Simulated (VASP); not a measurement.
# HfMoC2 (P4/mmm) in VASP: further runs

HfMoC2 is run at these levels: r2SCAN+rVV10, r2SCAN, r2SCAN+D3(BJ), LDA; tasks: single point, relaxation of cell and atoms.

All numbers are computed with VASP 6.6.1; they aren't measurements. Logs are shortened: lines on timing, memory, paths and dates and some standing lists are left out, and cuts for length are marked.

## 1. The cell of the first run

It takes space group P4/mmm (No. 123, tetragonal). Conventional cell: a = 3.183 Å, b = 3.183 Å, c = 4.434 Å, α = 90.00°, β = 90.00°, γ = 90.00°. Within 2.9 Å of Hf (site symmetry 4/mmm) lie 6 C at 2.22 to 2.25 Å. Within 2.9 Å of Mo (site symmetry 4/mmm) lie 6 C at 2.22 to 2.25 Å. Within 2.9 Å of C (site symmetry 4/mmm) lie 2 Mo at 2.22 Å and 4 Hf at 2.25 Å. Within 2.9 Å of C (site symmetry 4/mmm) lie 2 Hf at 2.22 Å and 4 Mo at 2.25 Å.

## 2. Single point, r2SCAN+rVV10

The input, POSCAR:

```
HfMoC2
1.0
    3.1831944205      0.0000000000      0.0000000000
    0.0000000000      3.1831944205      0.0000000000
    0.0000000000      0.0000000000      4.4336809718
Hf Mo C
1 1 2
Direct
    0.0000000000      0.0000000000      0.0000000000
    0.5000000000      0.5000000000      0.5000000000
    0.5000000000      0.5000000000      0.0000000000
    0.0000000000      0.0000000000      0.5000000000
```

The input, INCAR.step1:

```
SYSTEM = HfMoC2
  PREC = Accurate
  ENCUT = 520
  ISMEAR = -1
  SIGMA = 0.05
  LREAL = .FALSE.
  LASPH = .TRUE.
  NELM = 80
  NBANDS = 24
  GGA = PE
  ALGO = Normal
  EDIFF = 1E-4
  LWAVE = .TRUE.
  LCHARG = .FALSE.
```

The input, INCAR.step2:

```
SYSTEM = HfMoC2
  PREC = Accurate
  ENCUT = 520
  EDIFF = 1E-7
  ISMEAR = -1
  SIGMA = 0.05
  LREAL = .FALSE.
  LASPH = .TRUE.
  NELM = 80
  ALGO = Normal
  ISIF = 2
  LWAVE = .FALSE.
  LCHARG = .TRUE.
  METAGGA = R2SCAN
  LMIXTAU = .TRUE.
  LUSE_VDW = .TRUE.
  IVDW_NL = 2
  BPARAM = 11.95
  CPARAM = 0.0093
  LELF = .TRUE.
  LVHAR = .TRUE.
  NBANDS = 24
  ISTART = 1
```

The input, KPOINTS:

```
Automatic mesh
0
G
  8 8 6
  0 0 0
```

Potentials or basis: VASP PAW PBE potentials, release 64 (Hf_pv, Mo_sv, C).

Started as:

```bash
$ cat potpaw_PBE.64/Hf_pv/POTCAR potpaw_PBE.64/Mo_sv/POTCAR potpaw_PBE.64/C/POTCAR > POTCAR
$ cp INCAR.step1 INCAR
$ mpirun -np 1 vasp_std > vasp.out
$ cp INCAR.step2 INCAR
$ mpirun -np 1 vasp_std > vasp.out
```

OUTCAR:

```text
SYSTEM = HfMoC2
   PREC = Accurate
   ENCUT = 520
   EDIFF = 1E-7
   ISMEAR = -1
   LREAL = .FALSE.
   LASPH = .TRUE.
   NELM = 80
   ISIF = 2
   METAGGA = R2SCAN
   IVDW_NL = 2
   BPARAM = 11.95
   ISTART = 1

 ion  position               nearest neighbor table
   1  0.000  0.000  0.000-   4 2.22   4 2.22   3 2.25   3 2.25   3 2.25   3 2.25   2 3.16   2 3.16
                             2 3.16   2 3.16   2 3.16   2 3.16   2 3.16   2 3.16
   2  0.500  0.500  0.500-   3 2.22   3 2.22   4 2.25   4 2.25   4 2.25   4 2.25   1 3.16   1 3.16
                             1 3.16   1 3.16   1 3.16   1 3.16   1 3.16   1 3.16
   3  0.500  0.500  0.000-   2 2.22   2 2.22   1 2.25   1 2.25   1 2.25   1 2.25
   4  0.000  0.000  0.500-   1 2.22   1 2.22   2 2.25   2 2.25   2 2.25   2 2.25

  LATTYP: Found a simple tetragonal cell.
 ALAT       =     3.1831944205
 C/A-ratio  =     1.3928401430

  Lattice vectors:

 A1 = (   3.1831944205,   0.0000000000,   0.0000000000)
 A2 = (   0.0000000000,   3.1831944205,   0.0000000000)
 A3 = (   0.0000000000,   0.0000000000,   4.4336809718)

Analysis of symmetry for initial positions (statically):
=====================================================================
 Subroutine PRICEL returns:
 Original cell was already a primitive cell.

 Routine SETGRP: Setting up the symmetry group for a
 simple tetragonal supercell.

 Subroutine GETGRP returns: Found 16 space group operations
 (whereof 16 operations were pure point group operations)
 out of a pool of 16 trial point group operations.

The static configuration has the point symmetry D_4h.

Analysis of symmetry for dynamics (positions and initial velocities):
=====================================================================
 Subroutine PRICEL returns:
 Original cell was already a primitive cell.

 Routine SETGRP: Setting up the symmetry group for a
 simple tetragonal supercell.

 Subroutine GETGRP returns: Found 16 space group operations
 (whereof 16 operations were pure point group operations)
 out of a pool of 16 trial point group operations.

The dynamic configuration has the point symmetry D_4h.

 Subroutine INISYM returns: Found 16 space group operations
 (whereof 16 operations are pure point group operations),
 and found     1 'primitive' translations

----------------------------------------------------------------------------------------

                                     Primitive cell

  volume of cell :      44.9253

  direct lattice vectors                    reciprocal lattice vectors
     3.183194421  0.000000000  0.000000000     0.314149834  0.000000000  0.000000000
     0.000000000  3.183194421  0.000000000     0.000000000  0.314149834  0.000000000
     0.000000000  0.000000000  4.433680972     0.000000000  0.000000000  0.225546224

  length of vectors
     3.183194421  3.183194421  4.433680972     0.314149834  0.314149834  0.225546224

  position of ions in fractional coordinates (direct lattice)
     0.000000000  0.000000000  0.000000000
     0.500000000  0.500000000  0.500000000
     0.500000000  0.500000000  0.000000000
     0.000000000  0.000000000  0.500000000

  ion indices of the primitive-cell ions
   primitive index   ion index
                 1           1
                 2           2
                 3           3
                 4           4

----------------------------------------------------------------------------------------

 KPOINTS: Automatic mesh

Automatic generation of k-mesh.
 Grid dimensions read from file:
 generate k-points for:    8    8    6

 Generating k-lattice:

  Cartesian coordinates                     Fractional coordinates (reciprocal lattice)
     0.039268729  0.000000000  0.000000000     0.125000000  0.000000000  0.000000000
     0.000000000  0.039268729  0.000000000     0.000000000  0.125000000  0.000000000
     0.000000000  0.000000000  0.037591037     0.000000000  0.000000000  0.166666667

  Length of vectors
     0.039268729  0.039268729  0.037591037

  Shift w.r.t. Gamma in fractional coordinates (k-lattice)
     0.000000000  0.000000000  0.000000000

 Subroutine IBZKPT returns following result:
 ===========================================

 Found     60 irreducible k-points:

 Following reciprocal coordinates:
            Coordinates               Weight
  0.000000  0.000000  0.000000      1.000000
  0.125000  0.000000  0.000000      4.000000
  0.250000  0.000000  0.000000      4.000000
  0.375000  0.000000  0.000000      4.000000
  0.500000  0.000000  0.000000      2.000000
  0.125000  0.125000  0.000000      4.000000
[... 16 lines left out ...]
  0.375000  0.125000  0.166667     16.000000
  0.500000  0.125000  0.166667      8.000000
 [... further k-points ...]
   k-points           NKPTS =     60   k-points in BZ     NKDIM =     60   number of bands    NBANDS=     24
   number of dos      NEDOS =    301   number of ions     NIONS =      4
   total plane-waves  NPLWV =  20736
   dimension x,y,z NGX =    24 NGY =   24 NGZ =   36
   dimension x,y,z NGXF=    48 NGYF=   48 NGZF=   72
   ions per type =               1   1   2
   NGX,Y,Z   is equivalent  to a cutoff of  12.53, 12.53, 13.50 a.u.
   NGXF,Y,Z  is equivalent  to a cutoff of  25.07, 25.07, 27.00 a.u.
 SYSTEM =  HfMoC2
   PREC   = accura    normal or accurate (medium, high low for compatibility)
   ISTART =      1    job   : 0-new  1-cont  2-samecut
   ICHARG =      0    charge: 1-file 2-atom 10-const
   ISPIN  =      1    spin polarized calculation?
   LNONCOLLINEAR =      F non collinear calculations
   LSORBIT =      F    spin-orbit coupling
   LASPH  =      T    aspherical Exc in radial PAW
   ENCUT  =  520.0 eV  38.22 Ry    6.18 a.u.   5.92  5.92  8.24*2*pi/ulx,y,z
   NELM   =     80;   NELMIN=  2; NELMDL=  0     # of ELM steps
   EDIFF  = 0.1E-06   stopping-criterion for ELM
   LREAL  =      F    real-space projection
   EDIFFG = 0.1E-05   stopping-criterion for IOM
   NSW    =      0    number of steps for IOM
   IBRION =     -1    ionic relax: 0-MD 1-quasi-New 2-CG
   NFREE  =      0    steps in history (QN), initial steepest desc. (CG)
   ISIF   =      2    stress and relaxation
   ISYM   =      2    0-nonsym 1-usesym 2-fastsym
   POTIM  = 0.5000    time-step for ionic-motion
   TEBEG  =    0.0;   TEEND  =   0.0 temperature during run
   PSTRESS=    0.0 pullay stress
   NELECT =      32.0000    total number of electrons
   NUPDOWN=      -1.0000    fix difference up-down
   EMIN   =  10.00;   EMAX   =-10.00  energy-range for DOS
   EFERMI =   0.00;   METHOD = LEGACY
   ISMEAR =    -1;   SIGMA  =   0.05  broadening in eV -4-tet -1-fermi 0-gaus
   EFERMI_NEDOS =   21; number of points for ismear=-14 and -15
   IALGO  =     38    algorithm
   IMIX   =      4    mixing-type and parameters
     AMIX     =   0.40;   BMIX     =  1.00
     AMIX_MAG =   1.60;   BMIX_MAG =  1.00
  volume/ion in A,a.u.               =      11.23        75.79
  Fermi-wavevector in a.u.,A,eV,Ry     =   1.462047  2.762868 29.083548  2.137580
  Thomas-Fermi vector in A             =   2.578306
   LORBIT       =      0    0 simple, 1 ext, 2 COOP (PROOUT), +10 PAW based schemes
   METAGGA = R2SCAN    functional components
   LHFCALC =     F    Hartree Fock is set to
   AEXX    =    0.0000 exact exchange contribution
   IVDW_NL    =     2    kernel type
   BPARAM     =11.9500
   IVDW    =     0    specifies the selected vdW correction
   LEPSILON=     F    determine dielectric tensor
   LRPA    =     F    only Hartree local field effects (RPA)
 non-spin polarized calculation
  energy-cutoff  :      520.00
  volume of cell :       44.93
 maximum number of plane-waves:      1240
 NGX is ok and might be reduce to    24
   NGX = 11   NGY = 11   NGZ = 17

 number of electron      32.0000000 magnetization

 Free energy of the ion-electron system (eV)
  ---------------------------------------------------
  ext. energy  EPLUGINS =         0.00000000
  ---------------------------------------------------
  free energy    TOTEN  =       -92.52858946 eV

  energy without entropy =      -92.51915136  energy(sigma->0) =      -92.52387041

 E-fermi :   9.6538     XC(G=0): -13.9669

 val. band max:        9.6077645307   @ k =   0.0000   0.0000   0.0000
 cond. band min:       9.6570226256   @ k =   0.0000   0.0000   0.0000
 fundamental gap:      0.0492580949
 Fermi energy:         9.6538181022

 k-point     1 :       0.0000    0.0000    0.0000
  band No.  band energies     occupation
      1     -54.3807      2.00000
      2     -27.7255      2.00000
      3     -27.6446      2.00000
      4     -27.6446      2.00000
      5     -21.9141      2.00000
      6     -21.6214      2.00000
[... 16 lines left out ...]
     23      14.5335      0.00000
     24      14.5335      0.00000

 k-point     2 :       0.1250    0.0000    0.0000
  band No.  band energies     occupation
      1     -54.3777      2.00000
      2     -27.7199      2.00000
      3     -27.6854      2.00000
      4     -27.6390      2.00000
      5     -21.9104      2.00000
      6     -21.7047      2.00000
[... 16 lines left out ...]
     23      14.5015      0.00000
     24      15.2196      0.00000

 k-point     3 :       0.2500    0.0000    0.0000
  band No.  band energies     occupation
      1     -54.3705      2.00000
      2     -27.7830      2.00000
      3     -27.7061      2.00000
      4     -27.6256      2.00000
      5     -21.9015      2.00000
      6     -21.9004      2.00000
[... 16 lines left out ...]
     23      14.4187      0.00000
     24      17.4072      0.00000
[... 514 lines left out ...]
 k-point    23 :       0.3750    0.1250    0.1667
  band No.  band energies     occupation
      1     -54.3604      2.00000
      2     -27.8746      2.00000
      3     -27.6923      2.00000
      4     -27.6521      2.00000
      5     -22.0666      2.00000
      6     -21.8878      2.00000
[... 16 lines left out ...]
     23      15.7423      0.00000
     24      18.1411      0.00000

 k-point    24 :       0.5000    0.1250    0.1667
  band No.  band energies     occupation
      1     -54.3574      2.00000
      2     -27.9142      2.00000
      3     -27.6876      2.00000
      4     -27.6463      2.00000
      5     -22.1404      2.00000
      6     -21.8820      2.00000
[... 16 lines left out ...]
     23      16.1915      0.00000
     24      18.1073      0.00000

 [... further k-points ...]
[... 5 lines left out ...]
  --------------------------------------------------------------------------------------
  -------------------------------------------------------------------------------------
  Total        0.1325372      0.1325372      0.1552452      0.0000000     -0.0000000      0.0000000
  in kB        4.7266964      4.7266964      5.5365348      0.0000000     -0.0000000      0.0000000
  external PRESSURE =       4.9966425 kB  Pullay stress =       0.0000000 kB

 VOLUME and BASIS-vectors are now :
 -----------------------------------------------------------------------------
  energy-cutoff  :      520.00
  volume of cell :       44.93
      direct lattice vectors                 reciprocal lattice vectors
     3.183194421  0.000000000  0.000000000     0.314149834  0.000000000  0.000000000
     0.000000000  3.183194421  0.000000000     0.000000000  0.314149834  0.000000000
     0.000000000  0.000000000  4.433680972     0.000000000  0.000000000  0.225546224

 POSITION                                       TOTAL-FORCE (eV/Angst)
 -----------------------------------------------------------------------------------
      0.00000      0.00000      0.00000         0.000000      0.000000      0.000000
      1.59160      1.59160      2.21684         0.000000      0.000000      0.000000
      1.59160      1.59160      0.00000         0.000000      0.000000      0.000000
      0.00000      0.00000      2.21684         0.000000      0.000000      0.000000
 -----------------------------------------------------------------------------------
    total drift:                                0.000000     -0.000000     -0.000000

  FREE ENERGIE OF THE ION-ELECTRON SYSTEM (eV)
  ---------------------------------------------------
  free  energy   TOTEN  =       -92.5285894582 eV

  energy  without entropy=      -92.5191513619  energy(sigma->0) =      -92.52387041
```

It took 2.2 min on 1 thread of AMD EPYC 9R45 (Zen 5), shared host; peak memory 0.28 GiB.

What came out:

| Quantity | Value |
| --- | --- |
| Free energy | -92.5286 eV |
| Pressure | 0.5 GPa |
| Band gap on the k mesh | zero (band 16 reaches 10.84 eV, above the bottom of band 17 at 8.29 eV) |

Stress tensor (GPa, compression positive):
```
0.47 0.00 0.00
0.00 0.47 0.00
0.00 0.00 0.55
```

Caveat: the PAW data sets were made with another functional, which shifts forces and pressure a little; spin-orbit coupling is left out, which moves the levels of the heavy elements.

## 3. Single point, r2SCAN

This run uses another cell than the first one, of 11.30 Å³/atom, 1.006 times its volume.

The input, POSCAR:

```
HfMoC2
1.0
    3.1896048971      0.0000000000      0.0000000000
    0.0000000000      3.1896048971      0.0000000000
    0.0000000000      0.0000000000      4.4419466512
Hf Mo C
1 1 2
Direct
    0.0000000000      0.0000000000      0.0000000000
    0.5000000000      0.5000000000      0.5000000000
    0.5000000000      0.5000000000      0.0000000000
    0.0000000000      0.0000000000      0.5000000000
```

The input, INCAR.step1:

```
ALGO = Normal ; EDIFF = 1E-4
ENCUT = 520 ; GGA = PE
ISMEAR = -1 ; LASPH = True
LCHARG = False ; LREAL = False
LWAVE = True ; NBANDS = 24
NELM = 80 ; PREC = Accurate
SIGMA = 0.05
```

The input, INCAR.step2:

```
ALGO = Normal ; EDIFF = 1E-7
ENCUT = 520 ; ISIF = 2
ISMEAR = -1 ; ISTART = 1
LASPH = True ; LCHARG = True
LELF = True ; LMIXTAU = True
LREAL = False ; LVHAR = True
LWAVE = False ; METAGGA = R2SCAN
NBANDS = 24 ; NELM = 80
PREC = Accurate ; SIGMA = 0.05
```

The input, KPOINTS:

```
k-points
0
Gamma
  8 8 6
```

Potentials or basis: VASP PAW PBE potentials, release 64 (Hf_pv, Mo_sv, C).

Started as:

```bash
$ cat potpaw_PBE.64/Hf_pv/POTCAR potpaw_PBE.64/Mo_sv/POTCAR potpaw_PBE.64/C/POTCAR > POTCAR
$ cp INCAR.step1 INCAR
$ mpirun -np 1 vasp_std > vasp.out
$ cp INCAR.step2 INCAR
$ mpirun -np 1 vasp_std > vasp.out
```

OUTCAR:

```text
EDIFF = 1E-7
   ENCUT = 520
   ISIF = 2
   ISMEAR = -1
   ISTART = 1
   LASPH = True
   LREAL = False
   METAGGA = R2SCAN
   NELM = 80
   PREC = Accurate

 ion  position               nearest neighbor table
   1  0.000  0.000  0.000-   4 2.22   4 2.22   3 2.26   3 2.26   3 2.26   3 2.26   2 3.17   2 3.17
                             2 3.17   2 3.17   2 3.17   2 3.17   2 3.17   2 3.17
   2  0.500  0.500  0.500-   3 2.22   3 2.22   4 2.26   4 2.26   4 2.26   4 2.26   1 3.17   1 3.17
                             1 3.17   1 3.17   1 3.17   1 3.17   1 3.17   1 3.17
[... 852 lines left out ...]
  --------------------------------------------------------------------------------------
  -------------------------------------------------------------------------------------
  Total       -0.0019894     -0.0019894      0.0047348      0.0000000     -0.0000000      0.0000000
  in kB       -0.0705330     -0.0705330      0.1678668      0.0000000     -0.0000000      0.0000000
  external PRESSURE =       0.0089336 kB  Pullay stress =       0.0000000 kB

 VOLUME and BASIS-vectors are now :
 -----------------------------------------------------------------------------
  energy-cutoff  :      520.00
  volume of cell :       45.19
      direct lattice vectors                 reciprocal lattice vectors
     3.189604897  0.000000000  0.000000000     0.313518455  0.000000000  0.000000000
     0.000000000  3.189604897  0.000000000     0.000000000  0.313518455  0.000000000
     0.000000000  0.000000000  4.441946651     0.000000000  0.000000000  0.225126522

 POSITION                                       TOTAL-FORCE (eV/Angst)
 -----------------------------------------------------------------------------------
      0.00000      0.00000      0.00000         0.000000      0.000000      0.000000
      1.59480      1.59480      2.22097         0.000000      0.000000      0.000000
      1.59480      1.59480      0.00000         0.000000      0.000000      0.000000
      0.00000      0.00000      2.22097         0.000000      0.000000      0.000000
 -----------------------------------------------------------------------------------
    total drift:                                0.000000     -0.000000     -0.000000

  FREE ENERGIE OF THE ION-ELECTRON SYSTEM (eV)
  ---------------------------------------------------
  free  energy   TOTEN  =       -92.9705464195 eV

  energy  without entropy=      -92.9610940964  energy(sigma->0) =      -92.96582026
```

OSZICAR.step1:

```text
N       E                     dE             d eps       ncg     rms          rms(c)
DAV:   1     0.209030453088E+03    0.20903E+03   -0.17942E+04  2880   0.134E+03
DAV:   2    -0.403406145148E+02   -0.24937E+03   -0.23676E+03  3552   0.366E+02
DAV:   3    -0.485074744403E+02   -0.81669E+01   -0.80689E+01  3672   0.597E+01
DAV:   4    -0.485856515442E+02   -0.78177E-01   -0.78127E-01  3240   0.617E+00
DAV:   5    -0.485866267866E+02   -0.97524E-03   -0.97513E-03  3800   0.628E-01    0.752E+01
DAV:   6    -0.425196578552E+02    0.60670E+01   -0.38136E+01  3088   0.371E+01    0.346E+01
DAV:   7    -0.421242237896E+02    0.39543E+00   -0.13922E+01  3160   0.277E+01    0.378E+01
DAV:   8    -0.408005004121E+02    0.13237E+01   -0.26765E+00  3184   0.116E+01    0.650E+00
DAV:   9    -0.407924239327E+02    0.80765E-02   -0.13685E-01  3488   0.227E+00    0.194E+00
DAV:  10    -0.407909402940E+02    0.14836E-02   -0.11426E-02  3360   0.751E-01    0.769E-01
DAV:  11    -0.407905332144E+02    0.40708E-03   -0.80496E-04  3496   0.232E-01    0.572E-02
DAV:  12    -0.407904973952E+02    0.35819E-04   -0.23502E-04  2768   0.102E-01
   1 F= -.40790497E+02 E0= -.40785608E+02  d E =-.977806E-02
```

Run time: 2.1 min. Hardware: 1 thread of AMD EPYC 9R45 (Zen 5), shared host; peak memory 0.18 GiB.

Results:

```yaml
Free_energy: -92.9705 eV
Pressure: 0.0 GPa
Band_gap_on_the_k_mesh: zero (band 16 reaches 10.77 eV, above the bottom of band 17 at 8.25 eV)
```

Levels at points of the mesh, in eV from the Fermi level:
```
           k point  band 12  band 13  band 14  band 15  band 16  band 17  band 18  band 19  band 20  band 21
(0.00, 0.00, 0.00)    -1.45    -1.45    -1.43    -1.43    -0.47    -0.26    -0.05    -0.05     0.00     0.49
(0.50, 0.00, 0.00)    -5.23    -4.50    -4.02    -3.93    -0.49     1.03     2.26     3.40     3.47     4.47
(0.50, 0.50, 0.00)    -3.98    -3.98    -1.42    -1.25    -1.25    -1.09     1.16     1.47     2.51     4.30
(0.00, 0.00, 0.50)    -3.58    -2.50    -2.50    -1.94    -1.94    -1.33    -0.35     2.21     2.21     3.96
(0.50, 0.00, 0.50)    -5.56    -5.53    -4.75    -4.59     1.08     1.16     1.86     4.81     5.60     5.77
(0.50, 0.50, 0.50)    -4.58    -4.54    -4.54    -4.54     1.17     1.17     1.47     3.46     3.46     3.62
```

Caveat: the PAW data sets were made with another functional, which shifts forces and pressure a little; spin-orbit coupling is left out, which moves the levels of the heavy elements.

(Continued in part 2 of 3.)
